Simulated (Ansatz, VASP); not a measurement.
One calculation of Al8H, two programs

```
Al H
1.0
     5.71352    0.00000    0.00000
     0.00000    8.08013    0.00000
     0.00000    0.00000   22.24328
Al H
16 2
Cartesian
  1.4284 2.0200 4.0000
  1.4284 6.0601 4.0000
  4.2851 2.0200 4.0000
  4.2851 6.0601 4.0000
  0.0000 0.0000 5.4284
  0.0000 4.0401 5.4284
  2.8568 0.0000 5.4284
  2.8568 4.0401 5.4284
  1.4284 2.0200 6.9012
  1.4284 6.0601 6.9012
  4.2851 2.0200 6.9012
  4.2851 6.0601 6.9012
  0.0000 0.0000 8.2433
  0.0000 4.0401 8.2433
  2.8568 0.0000 8.2433
  2.8568 4.0401 8.2433
  1.4284 1.5605 11.2433
  1.4284 2.4795 11.2433
```

Alike in both runs: task single point; functional PBE; k mesh 5 × 4 × 1; occupations gaussian, width 0.1 eV; no spin polarisation.

|  | VASP | Ansatz |
| --- | --- | --- |
| version | VASP 6.6.1 | Ansatz 0.2.0 |
| potentials or method | VASP PAW PBE potentials, release 64 (Al, H), cutoff 520 eV | scalar-relativistic, plane waves, PAW |
| valence electrons in the cell | 50 | 50 |

```csv
,VASP,Ansatz,Ansatz less VASP
gap on the k mesh at the Fermi level (eV),none,none,-
rms of the force components (eV/Å),0.673,0.673,-0.0001
```

Atom by atom the forces differ by 0.001 eV/Å (rms over components). A gap of «none» marks a metal or a gap that the smearing closes.
